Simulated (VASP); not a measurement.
# FeGe (NiAs type) (P6_3/mmc) in VASP: relaxation of cell and atoms with PBE

Aim: the relaxation of cell and atoms of FeGe (NiAs type) with PBE.

All numbers are computed with VASP 6.6.1; they aren't measurements. Logs are shortened: lines on timing, memory, paths and dates and some standing lists are left out, and cuts for length are marked.

### Step 1. The cell of the first run

The structure is hexagonal, space group P6_3/mmc (No. 194). Conventional cell: a = 3.585 Å, b = 3.585 Å, c = 5.557 Å, α = 90.00°, β = 90.00°, γ = 120.00°. Fe (site symmetry -3m) has 6 Ge at 2.49 Å and 2 Fe at 2.78 Å within 3.3 Å. Ge (site symmetry -6m2) has 6 Fe at 2.49 Å within 3.3 Å.

### Step 2. Relaxation of cell and atoms, PBE, collinear spin, ferromagnetic start, target pressure -1.9 GPa, at which the enthalpy is minimised

INCAR reads:

```
PREC = Accurate ; ENCUT = 600
EDIFF = 1E-7 ; ISMEAR = -1
SIGMA = 0.05 ; LREAL = False
LASPH = True ; NELM = 150
ALGO = Normal ; ISIF = 3
LWAVE = False ; LCHARG = False
ISPIN = 2 ; MAGMOM = 2.5 2.5 0 0
LORBIT = 11 ; LMAXMIX = 4
GGA = PE ; IBRION = 2
NSW = 60 ; EDIFFG = -0.005
PSTRESS = -19.0
```

KPOINTS reads:

```
regular mesh
0
Gamma
  10 10 6
```

POSCAR reads:

```
FeGe
1.0
    3.5854394532      0.0000000000      0.0000000000
   -1.7927197266      3.1050816502      0.0000000000
    0.0000000000      0.0000000000      5.5574311525
Fe Ge
2 2
Direct
    0.0000000000      0.0000000000      0.0000000000
    0.0000000000      0.0000000000      0.5000000000
    0.3333333333      0.6666666667      0.2500000000
    0.6666666667      0.3333333333      0.7500000000
```

Potentials or basis: VASP PAW PBE potentials, release 64 (Fe, Ge_d).

Started as:

```
$ cat potpaw_PBE.64/Fe/POTCAR potpaw_PBE.64/Ge_d/POTCAR > POTCAR
$ mpirun -np 1 vasp_std > vasp.out
```

OUTCAR:

```text
PREC = Accurate
   ENCUT = 600
   EDIFF = 1E-7
   ISMEAR = -1
   LREAL = False
   LASPH = True
   NELM = 150
   ISIF = 3
   ISPIN = 2
   LORBIT = 11
   GGA = PE
   IBRION = 2
   NSW = 60
   EDIFFG = -0.005
   PSTRESS = -19.0

 ion  position               nearest neighbor table
   1  0.000  0.000  0.000-   3 2.49   4 2.49   3 2.49   4 2.49   4 2.49   3 2.49   2 2.78   2 2.78

   2  0.000  0.000  0.500-   3 2.49   4 2.49   3 2.49   4 2.49   4 2.49   3 2.49   1 2.78   1 2.78

   3  0.333  0.667  0.250-   1 2.49   2 2.49   1 2.49   2 2.49   1 2.49   2 2.49
   4  0.667  0.333  0.750-   1 2.49   2 2.49   1 2.49   2 2.49   1 2.49   2 2.49

  LATTYP: Found a hexagonal cell.
 ALAT       =     3.5854394532
 C/A-ratio  =     1.5500000000

  Lattice vectors:

 A1 = (   3.5854394532,   0.0000000000,   0.0000000000)
 A2 = (  -1.7927197266,   3.1050816502,   0.0000000000)
 A3 = (   0.0000000000,   0.0000000000,   5.5574311525)

Analysis of symmetry for initial positions (statically):
=====================================================================
 Subroutine PRICEL returns:
 Original cell was already a primitive cell.

 Routine SETGRP: Setting up the symmetry group for a
 hexagonal supercell.

 Subroutine GETGRP returns: Found 24 space group operations
 (whereof 12 operations were pure point group operations)
 out of a pool of 24 trial point group operations.

The static configuration has the point symmetry D_3d.
 The point group associated with its full space group is D_6h.

Analysis of symmetry for dynamics (positions and initial velocities):
=====================================================================
 Subroutine PRICEL returns:
 Original cell was already a primitive cell.

 Routine SETGRP: Setting up the symmetry group for a
 hexagonal supercell.

 Subroutine GETGRP returns: Found 24 space group operations
 (whereof 12 operations were pure point group operations)
 out of a pool of 24 trial point group operations.

The dynamic configuration has the point symmetry D_3d.
 The point group associated with its full space group is D_6h.

Analysis of structural, dynamic, and magnetic symmetry:
=====================================================================
 Subroutine PRICEL returns:
 Original cell was already a primitive cell.

 Routine SETGRP: Setting up the symmetry group for a
 hexagonal supercell.

 Subroutine GETGRP returns: Found 24 space group operations
 (whereof 12 operations were pure point group operations)
 out of a pool of 24 trial point group operations.

The overall configuration has the point symmetry D_3d.
 The point group associated with its full space group is D_6h.

 Subroutine INISYM returns: Found 24 space group operations
 (whereof 12 operations are pure point group operations),
 and found     1 'primitive' translations

----------------------------------------------------------------------------------------

                                     Primitive cell

  volume of cell :      61.8713

  direct lattice vectors                    reciprocal lattice vectors
     3.585439453  0.000000000  0.000000000     0.278905839  0.161026361  0.000000000
    -1.792719727  3.105081650  0.000000000     0.000000000  0.322052723  0.000000000
     0.000000000  0.000000000  5.557431153     0.000000000  0.000000000  0.179939251

  length of vectors
     3.585439453  3.585439453  5.557431153     0.322052723  0.322052723  0.179939251

  position of ions in fractional coordinates (direct lattice)
     0.000000000  0.000000000  0.000000000
     0.000000000  0.000000000  0.500000000
     0.333333333  0.666666667  0.250000000
     0.666666667  0.333333333  0.750000000

  ion indices of the primitive-cell ions
   primitive index   ion index
                 1           1
                 2           2
                 3           3
                 4           4

----------------------------------------------------------------------------------------

 KPOINTS: regular mesh

Automatic generation of k-mesh.
 Grid dimensions read from file:
 generate k-points for:   10   10    6

 Generating k-lattice:

  Cartesian coordinates                     Fractional coordinates (reciprocal lattice)
     0.027890584  0.016102636  0.000000000     0.100000000  0.000000000  0.000000000
     0.000000000  0.032205272  0.000000000     0.000000000  0.100000000  0.000000000
     0.000000000  0.000000000  0.029989875     0.000000000  0.000000000  0.166666667

  Length of vectors
     0.032205272  0.032205272  0.029989875

  Shift w.r.t. Gamma in fractional coordinates (k-lattice)
     0.000000000  0.000000000  0.000000000

 Subroutine IBZKPT returns following result:
 ===========================================

 Found     56 irreducible k-points:

 Following reciprocal coordinates:
            Coordinates               Weight
  0.000000  0.000000  0.000000      1.000000
  0.100000  0.000000  0.000000      6.000000
  0.200000  0.000000  0.000000      6.000000
  0.300000 -0.000000  0.000000      6.000000
  0.400000 -0.000000  0.000000      6.000000
  0.500000  0.000000  0.000000      3.000000
[... 16 lines left out ...]
  0.300000  0.100000  0.166667     24.000000
  0.400000  0.100000  0.166667     24.000000
 [... further k-points ...]
   k-points           NKPTS =     56   k-points in BZ     NKDIM =     56   number of bands    NBANDS=     29
   number of dos      NEDOS =    301   number of ions     NIONS =      4
   total plane-waves  NPLWV =  43200
   dimension x,y,z NGX =    30 NGY =   30 NGZ =   48
   dimension x,y,z NGXF=    60 NGYF=   60 NGZF=   96
   ions per type =               2   2
   NGX,Y,Z   is equivalent  to a cutoff of  13.91, 13.91, 14.36 a.u.
   NGXF,Y,Z  is equivalent  to a cutoff of  27.82, 27.82, 28.72 a.u.
 SYSTEM =  unknown system
   PREC   = accura    normal or accurate (medium, high low for compatibility)
   ISTART =      0    job   : 0-new  1-cont  2-samecut
   ICHARG =      2    charge: 1-file 2-atom 10-const
   ISPIN  =      2    spin polarized calculation?
   LNONCOLLINEAR =      F non collinear calculations
   LSORBIT =      F    spin-orbit coupling
   LASPH  =      T    aspherical Exc in radial PAW
   ENCUT  =  600.0 eV  44.10 Ry    6.64 a.u.   7.16  7.16 11.10*2*pi/ulx,y,z
   NELM   =    150;   NELMIN=  2; NELMDL= -5     # of ELM steps
   EDIFF  = 0.1E-06   stopping-criterion for ELM
   LREAL  =      F    real-space projection
   EDIFFG = -.5E-02   stopping-criterion for IOM
   NSW    =     60    number of steps for IOM
   IBRION =      2    ionic relax: 0-MD 1-quasi-New 2-CG
   NFREE  =      1    steps in history (QN), initial steepest desc. (CG)
   ISIF   =      3    stress and relaxation
   ISYM   =      2    0-nonsym 1-usesym 2-fastsym
   POTIM  = 0.5000    time-step for ionic-motion
   TEBEG  =    0.0;   TEEND  =   0.0 temperature during run
   PSTRESS=  -19.0 pullay stress
   NELECT =      44.0000    total number of electrons
   NUPDOWN=      -1.0000    fix difference up-down
   EMIN   =  10.00;   EMAX   =-10.00  energy-range for DOS
   EFERMI =   0.00;   METHOD = LEGACY
   ISMEAR =    -1;   SIGMA  =   0.05  broadening in eV -4-tet -1-fermi 0-gaus
   EFERMI_NEDOS =   21; number of points for ismear=-14 and -15
   IALGO  =     38    algorithm
   IMIX   =      4    mixing-type and parameters
     AMIX     =   0.40;   BMIX     =  1.00
     AMIX_MAG =   1.60;   BMIX_MAG =  1.00
  volume/ion in A,a.u.               =      15.47       104.38
  Fermi-wavevector in a.u.,A,eV,Ry     =   1.461266  2.761392 29.052489  2.135298
  Thomas-Fermi vector in A             =   2.577618
   LORBIT       =     11    0 simple, 1 ext, 2 COOP (PROOUT), +10 PAW based schemes
   GGA     = PE    functional components
   LHFCALC =     F    Hartree Fock is set to
   AEXX    =    0.0000 exact exchange contribution
   IVDW    =     0    specifies the selected vdW correction
   LEPSILON=     F    determine dielectric tensor
   LRPA    =     F    only Hartree local field effects (RPA)
 conjugate gradient relaxation of ions
 spin polarized calculation
  energy-cutoff  :      600.00
  volume of cell :       61.87
 maximum number of plane-waves:      2083
 NGX is ok and might be reduce to    30
   NGX = 15   NGY = 15   NGZ = 23

--------------------------------------- Ionic step        1  -------------------------------------------

 number of electron      44.0000020 magnetization       3.9243079

 Free energy of the ion-electron system (eV)
  ---------------------------------------------------
  ext. energy  EPLUGINS =         0.00000000
  ---------------------------------------------------
  free energy    TOTEN  =       -25.26197049 eV

  energy without entropy =      -25.22562514  energy(sigma->0) =      -25.24379781

------------------------ aborting loop because EDIFF is reached ----------------------------------------

  FORCE on cell =-STRESS in cart. coord.  units (eV):
  Direction    XX          YY          ZZ          XY          YZ          ZX
  --------------------------------------------------------------------------------------
  -------------------------------------------------------------------------------------
  Total       -1.9577075     -1.9577075     -2.7299399      0.0000000     -0.0000000      0.0000000
  in kB      -50.6954368    -50.6954368    -70.6926331      0.0000000     -0.0000000      0.0000000
  external PRESSURE =     -38.3611689 kB  Pullay stress =     -19.0000000 kB
[... 103 lines left out ...]
  energy  without entropy=      -25.3074065737  energy(sigma->0) =      -25.32752076

  enthalpy is  TOTEN    =       -26.0415012773 eV   P V=       -0.6938663250

[... ionic steps 4 to 11 ...]

--------------------------------------- Ionic step       12  -------------------------------------------

 number of electron      43.9999989 magnetization       2.9783318

------------------------ aborting loop because EDIFF is reached ----------------------------------------
[... 75 lines left out ...]
--------------------------------------- Ionic step       14  -------------------------------------------

 number of electron      43.9999986 magnetization       3.0304047

 Free energy of the ion-electron system (eV)
  ---------------------------------------------------
  ext. energy  EPLUGINS =         0.00000000
  ---------------------------------------------------
  free energy    TOTEN  =       -25.42391234 eV

  energy without entropy =      -25.37991219  energy(sigma->0) =      -25.40191227

 E-fermi :   6.2876     XC(G=0): -12.0291

 val. band max:        6.2846925288   @ k =   0.2000   0.2000   0.5000
 cond. band min:       6.2879046184   @ k =   0.5000   0.0000   0.3333
 fundamental gap:      0.0032120896
 Fermi energy:         6.2876242884

 spin component 1

 k-point     1 :       0.0000    0.0000    0.0000
  band No.  band energies     occupation
      1     -17.8927      1.00000
      2     -17.8927      1.00000
      3     -17.8706      1.00000
      4     -17.8624      1.00000
      5     -17.8517      1.00000
      6     -17.8517      1.00000
[... 757 lines left out ...]
     28      10.5093      0.00000
     29      12.8228      0.00000

 [... further k-points ...]

 spin component 2

 k-point     1 :       0.0000    0.0000    0.0000
  band No.  band energies     occupation
      1     -17.9102      1.00000
      2     -17.9102      1.00000
      3     -17.8914      1.00000
      4     -17.8830      1.00000
      5     -17.8688      1.00000
      6     -17.8688      1.00000
[... 794 lines left out ...]
  energy  without entropy=      -25.3799121899  energy(sigma->0) =      -25.40191227

  enthalpy is  TOTEN    =       -26.1226778077 eV   P V=       -0.6987654647

 reached required accuracy - stopping structural energy minimisation

 total charge

# of ion       s       p       d       tot
------------------------------------------
    1        0.443   0.488   6.362   7.293
    2        0.443   0.488   6.362   7.293
    3        1.141   1.203  10.062  12.406
    4        1.141   1.203  10.062  12.406
--------------------------------------------------
tot          3.167   3.382  32.849  39.398

 magnetization (x)

# of ion       s       p       d       tot
------------------------------------------
    1        0.016   0.000   1.627   1.643
    2        0.016   0.000   1.627   1.643
    3       -0.010  -0.092  -0.001  -0.103
    4       -0.010  -0.092  -0.001  -0.103
--------------------------------------------------
tot          0.011  -0.183   3.253   3.081
```

Run time: 50 min. Hardware: 1 thread of Oxide Virtual Turin-like, shared host; peak memory 0.33 GiB.

What came out:

| Quantity | Value |
| --- | --- |
| Free energy | -25.4239 eV |
| Relaxed volume | 14.73 Å³/atom |
| Relaxed cell | a = 3.671 Å, b = 3.671 Å, c = 5.050 Å, α = 90.00°, β = 90.00°, γ = 120.00° |
| Space group after relaxing (to 0.1 Å) | P6_3/mmc (No. 194) |
| Energy change on relaxing (the run minimises the enthalpy) | -40.5 meV/atom |
| Ionic steps | 14 |
| Pressure after relaxing | -1.9 GPa |
| Net moment | 3.03 μB per cell |
| Site moments | Fe +1.64; Ge -0.10 μB |
| Valence electrons inside the program's atomic spheres | Fe 7.29; Ge 12.41 |

The path:
| step | energy change (eV) | largest force (eV/Å) | pressure (GPa) | volume (Å³) |
| --- | --- | --- | --- | --- |
| 1 | 0.0000 | 0.0000 | -5.74 | 61.87 |
| 2 | -0.0844 | 0.0000 | -1.68 | 58.61 |
| 3 | -0.0857 | 0.0000 | -1.59 | 58.51 |
| 4 | -0.1009 | 0.0000 | -1.17 | 58.35 |
| 5 | -0.1480 | 0.0000 | 0.09 | 57.81 |
| 6 | -0.0928 | 0.0000 | 4.79 | 56.47 |
| 7 | -0.1610 | 0.0000 | 0.87 | 57.54 |
| 8 | -0.1639 | 0.0000 | 1.45 | 57.37 |
| 9 | -0.1660 | 0.0000 | 1.04 | 57.59 |
| 10 | -0.1616 | 0.0000 | -0.15 | 58.24 |
| 11 | -0.1646 | 0.0000 | 0.13 | 58.05 |
| 12 | -0.1654 | 0.0000 | -0.38 | 58.26 |
| 13 | -0.1626 | 0.0000 | -1.77 | 58.87 |
| 14 | -0.1619 | 0.0000 | -1.91 | 58.92 |

Final structure:
```
Fe Ge
1.0
     3.67057    0.00000    0.00000
    -1.83528    3.17881    0.00000
     0.00000    0.00000    5.05000
Fe Ge
2 2
Direct
  0.00000 0.00000 0.00000
  0.00000 0.00000 0.50000
  0.33333 0.66667 0.25000
  0.66667 0.33333 0.75000
```

Caveat: the cell is relaxed towards a set pressure, so the run minimises the enthalpy, not the energy.
